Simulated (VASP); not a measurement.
**AlAs: single point with PBE**

AlAs:

```
Al As
1.0
     0.00000    2.86381    2.86381
     2.86381    0.00000    2.86381
     2.86381    2.86381    0.00000
Al As
1 1
Direct
  0.00000 0.00000 0.00000
  0.25000 0.25000 0.25000
```

```
Program                : VASP 6.6.1
Task                   : single point
Functional             : PBE
Potentials or basis    : VASP PAW PBE potentials, release 64 (Al, As)
Cutoff                 : 520 eV
k mesh                 : 8 × 8 × 8
Occupations            : gaussian, width 0.02 eV
Spin                   : no spin polarisation
Dipole correction      : no
Further INCAR settings : ALGO = Normal; EDIFF = 1e-06; NBANDS = 11
```

```yaml
Pressure: 0.2 GPa
Band_gap_on_the_k_mesh: 1.49 eV, indirect (least direct gap 1.78 eV)
```

Levels at points of the mesh, in eV from the valence-band top:
```tsv
k point	band 1	band 2	band 3	band 4	band 5	band 6	band 7	band 8	band 9
(0.00, 0.00, 0.00)	-11.67	0.00	0.00	0.00	1.78	4.23	4.23	4.23	8.68
(0.50, 0.00, 0.00)	-10.33	-5.42	-0.80	-0.80	2.01	4.65	4.65	7.68	10.91
(0.50, 0.50, 0.00)	-9.81	-5.31	-2.10	-2.10	1.49	2.29	10.06	10.06	11.40
```

Run time: 14 s on 1 thread of AMD EPYC 7R13 Processor (Zen 3) (shared host), peak memory 0.14 GiB.

A k mesh can miss the band edges. A hybrid or GW would open this gap; PBE tends to underestimate it.
